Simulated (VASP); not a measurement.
Crystal: VMoS4.

```
CELL_PARAMETERS angstrom
0.00000 3.90609 3.90609
3.90609 0.00000 3.90609
3.90609 3.90609 0.00000
ATOMIC_POSITIONS crystal
V 0.25000 0.25000 0.25000
Mo 0.00000 0.00000 0.00000
S 0.12392 0.62536 0.62536
S 0.62536 0.12392 0.62536
S 0.62536 0.62536 0.12392
S 0.62536 0.62536 0.62536
```

The cell was generated, and may not be a known phase.

```yaml
Program: VASP 6.6.1
Task: relaxation of cell and atoms
Functional: PBE
Potentials_or_basis: VASP PAW PBE potentials, release 64 (V_sv, Mo_sv, S)
Cutoff: 600 eV
k_mesh: 4 × 4 × 4
Occupations: gaussian, width 0.1 eV
Spin: collinear spin, ferromagnetic start
Starting_moments: "[2.0, 1.0, 0.0, 0.0, 0.0, 0.0] μB"
```

At the start: pressure -8.6 GPa; volume 19.87 Å³/atom.

Where does the relaxation end?

Over 7 steps the energy falls by 137.3 meV/atom and the volume is 14.65 Å³/atom (-26.2 %); space group F-43m (No. 216, to 0.1 Å) before and after; moment 0.00 μB per cell.

The path:
```
step  energy change (eV)  largest force (eV/Å)  pressure (GPa)  volume (Å³)
   1              0.0000                0.0242           -8.55       119.19
   2             -0.7699                0.0919           -5.38       101.82
   3             -0.8157                0.1353           -1.51        89.24
   4             -0.7973                0.1536            3.25        85.36
   5             -0.8222                0.1414            0.01        87.95
   6             -0.8232                0.0759           -0.02        87.90
   7             -0.8236                0.0005           -0.04        87.92
```

Final structure:
```yaml
crystal:
  lattice:
    - [0.00000, 3.52929, 3.52929]
    - [3.52929, 0.00000, 3.52929]
    - [3.52929, 3.52929, 0.00000]
  atoms:
    - { symbol: V, position: [0.25000, 0.25000, 0.25000] }
    - { symbol: Mo, position: [0.00000, 0.00000, 0.00000] }
    - { symbol: S, position: [0.12570, 0.62477, 0.62477] }
    - { symbol: S, position: [0.62477, 0.12570, 0.62477] }
    - { symbol: S, position: [0.62477, 0.62477, 0.12570] }
    - { symbol: S, position: [0.62477, 0.62477, 0.62477] }
```

Caveat: the volume moved by over 15 % at a fixed basis, so the end points are rough; the moments typed at the start vanished in this run.
